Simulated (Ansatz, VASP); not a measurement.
BAs in VASP and in Ansatz

```
CELL_PARAMETERS angstrom
0.00000 2.40064 2.40064
2.40064 0.00000 2.40064
2.40064 2.40064 0.00000
ATOMIC_POSITIONS crystal
B 0.00000 0.00000 0.00000
As 0.75000 0.75000 0.75000
```

Change from the starting cell: species swapped into the BeTe type (F-43m, No. 216).

Alike in both runs: functional PBE; k mesh 7 × 7 × 7; occupations gaussian, width 0.2 eV; no spin polarisation.

Ansatz relaxed the structure, and its values are those at the end. VASP's run is a single point on that final structure, the one shown.

|  | VASP | Ansatz |
| --- | --- | --- |
| version | VASP 6.6.1 | Ansatz 0.2.0 |
| potentials or method | VASP PAW PBE potentials, release 64 (B, As), cutoff 500 eV | scalar-relativistic, plane waves, PAW |
| valence electrons in the cell | 8 | 18 |

```tsv
	VASP	Ansatz	Ansatz less VASP
gap on the k mesh at the Fermi level (eV)	1.21	1.22	+0.009
least direct gap on the mesh (eV)	3.26	3.26	+0.005
pressure (GPa)	1.3	0.7	-0.61
```

The functional is the same, so the differences come from potentials, cutoffs and numerics. VASP's potentials hold 8 valence electrons a cell and Ansatz's 18, so a difference there can come from the potentials and not from the codes.
